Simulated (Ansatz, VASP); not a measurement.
# Two plane-wave programs on Zr7B

```
CELL_PARAMETERS angstrom
4.39195 2.53569 2.66940
-4.39195 2.53569 2.66940
0.00000 -5.07138 2.66940
ATOMIC_POSITIONS crystal
Zr 0.21604 0.59379 0.21598
Zr 0.21598 0.21604 0.59379
Zr 0.59379 0.21598 0.21604
Zr 0.78402 0.40621 0.78396
Zr 0.40621 0.78396 0.78402
Zr 0.78396 0.78402 0.40621
Zr 0.00000 0.00000 0.00000
B 0.50000 0.50000 0.50000
```

Alike in both runs: functional PBE; k mesh 3 × 3 × 3; occupations gaussian, width 0.2 eV; no spin polarisation.

Ansatz relaxed the structure, and its values are those at the end. VASP's run is a single point on that final structure, the one shown.

```csv
,VASP,Ansatz
version,VASP 6.6.1,Ansatz 0.2.0
potentials or method,"VASP PAW PBE potentials, release 64 (Zr_sv, B), cutoff 520 eV","scalar-relativistic, plane waves, PAW"
valence electrons in the cell,87,87
```

```csv
,VASP,Ansatz,Ansatz less VASP
gap on the k mesh at the Fermi level (eV),none,none,-
pressure (GPa),0.2,0.2,-0.03
rms of the force components (eV/Å),0.006,0.005,-0.0015
```

A gap of «none» marks a metal or a gap that the smearing closes.

The k mesh is coarse, so the values compare programs but aren't converged.
